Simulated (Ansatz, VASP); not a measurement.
# Ge: VASP beside Ansatz

Contents of INCAR:

```
  PREC = Accurate
  ENCUT = 520
  EDIFF = 1E-6
  ISMEAR = 0
  SIGMA = 0.1
  LREAL = F
  LASPH = T
  NELM = 80
  ALGO = Normal
  ISIF = 2
  LWAVE = F
  LCHARG = F
  LDIPOL = T
  IDIPOL = 3
  DIPOL = 0.5 0.5 0.381
  GGA = PE
  IVDW = 12
  NBANDS = 36
```

KPOINTS

```
regular mesh
0
Gamma
  9 9 1
```

POSCAR

```
Ge
1.0
    4.0226895460      0.0000000000      0.0000000000
   -2.0113447730      3.4837513384      0.0000000000
    0.0000000000      0.0000000000     18.8685220369
Ge
4
Direct
    0.3333333333      0.6666666667      0.2747571330
    0.6666666667      0.3333333333      0.2384924474
    0.6666666667      0.3333333333      0.5240750716
    1.0000000000      0.0000000000      0.4878103860
```

Input for Ansatz:

```yaml
crystal:
  lattice:
    - [4.022689546, 0.0, 0.0]
    - [-2.011344773, 3.4837513384, 0.0]
    - [0.0, 0.0, 18.8685220369]
  atoms:
    - { symbol: Ge, position: [0.3333333333, 0.6666666667, 0.274757133] }
    - { symbol: Ge, position: [0.6666666667, 0.3333333333, 0.2384924474] }
    - { symbol: Ge, position: [0.6666666667, 0.3333333333, 0.5240750716] }
    - { symbol: Ge, position: [1.0, 0.0, 0.487810386] }
basis:
  ecutwfc: 420
kpoints:
  mp_grid: { grid: [9, 9, 1] }
hamiltonian:
  xc: pbe
  pseudopotentials: { kind: paw, azcp: { folder: soft_1 } }
  dispersion: d3bj
scf:
  occupations: { method: gaussian, width: 0.1 }
output:
  forces: true
  eigenvalues: true
efield:
  axis: 3
  dipole_correction: true
  ramp_width: 0.04
```

Alike in both runs: task single point; functional PBE; dispersion D3(BJ); k mesh 9 × 9 × 1; occupations gaussian, width 0.1 eV; no spin polarisation.

```csv
,VASP,Ansatz
version,VASP 6.6.1,Ansatz 0.2.0
potentials or method,"VASP PAW PBE potentials, release 64 (Ge_d), cutoff 520 eV","scalar-relativistic, plane waves, PAW"
valence electrons in the cell,56,56
```

|  | VASP | Ansatz | Ansatz less VASP |
| --- | --- | --- | --- |
| gap on the k mesh at the Fermi level (eV) | none | none | - |
| rms of the force components (eV/Å) | 0.048 | 0.048 | +0.0001 |

Atom by atom the forces differ by 0.000 eV/Å (rms over components). A gap of «none» marks a metal or a gap that the smearing closes.
